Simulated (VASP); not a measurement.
Here is a VASP 6.6.1 calculation.

File INCAR:

```
SYSTEM = Li4NbO4
PREC     = Accurate       ! precision mode
ENCUT    = 520            ! plane-wave cutoff, eV
EDIFF    = 1E-6           ! SCF threshold, eV
ISMEAR   = 0              ! smearing method
SIGMA    = 0.05           ! smearing width, eV
LREAL    = .FALSE.        ! projectors in reciprocal space
LASPH    = .TRUE.         ! aspherical terms in the spheres
NELM     = 100            ! most SCF steps
ALGO     = Normal         ! electronic algorithm
ISIF     = 2              ! what is computed and relaxed
LWAVE    = .FALSE.        ! write WAVECAR
LCHARG   = .FALSE.        ! write CHGCAR
GGA      = PS             ! functional
NBANDS   = 34             ! bands
```

Contents of KPOINTS:

```
regular mesh
0
G
  10 10 10
  0 0 0
```

Contents of POSCAR:

```
Li4NbO4
1.0
   -3.8119495391      3.8119495391      1.6301049253
    3.8119495391     -3.8119495391      1.6301049253
    3.8119495391      3.8119495391     -1.6301049253
Li Nb O
4 1 4
Direct
    0.2810325606      0.1307668100      0.4117993706
    0.8426719780      0.3341549847      0.1768269627
    0.1573280220      0.6658450153      0.8231730373
    0.6658450153      0.8426719780      0.5085169933
    0.0000000000      0.0000000000      0.0000000000
    0.7589255465      0.0797104317      0.8386359782
    0.9202895683      0.7589255465      0.6792151148
    0.0797104317      0.2410744535      0.3207848852
    0.2410744535      0.9202895683      0.1613640218
```

Potentials or basis: VASP PAW PBE potentials, release 64 (Li_sv, Nb_sv, O).

Command:

```bash
$ cat potpaw_PBE.64/Li_sv/POTCAR potpaw_PBE.64/Nb_sv/POTCAR potpaw_PBE.64/O/POTCAR > POTCAR
$ mpirun -np 1 vasp_std > vasp.out
```

Estimate the largest force.

4.055 eV/Å.

What does it give for the band gap on the k mesh?

Zero (an odd number of electrons rules out a gap without spin polarisation).

Forces in eV/Å, atoms in the order of the input:
```
Li   2.522  3.175  0.000
Li  -0.059  0.042  0.000
Li  -0.046 -0.255  0.000
Li   0.233  0.155  0.000
Nb  -1.755 -2.319  0.000
O    0.077  0.278  0.000
O    0.299 -0.237  0.000
O    0.250 -0.525  0.000
O   -1.520 -0.314  0.000
```

Caveat: the cell differs from its parent crystal (atom 1 (Li) moved by -0.203 Å along [1 0 0] and +0.405 Å along [0 1 0]); the PAW data sets were made with another functional, which shifts forces and pressure a little; an odd number of electrons without spin polarisation forces a metal; a magnetic or distorted state may lie lower.
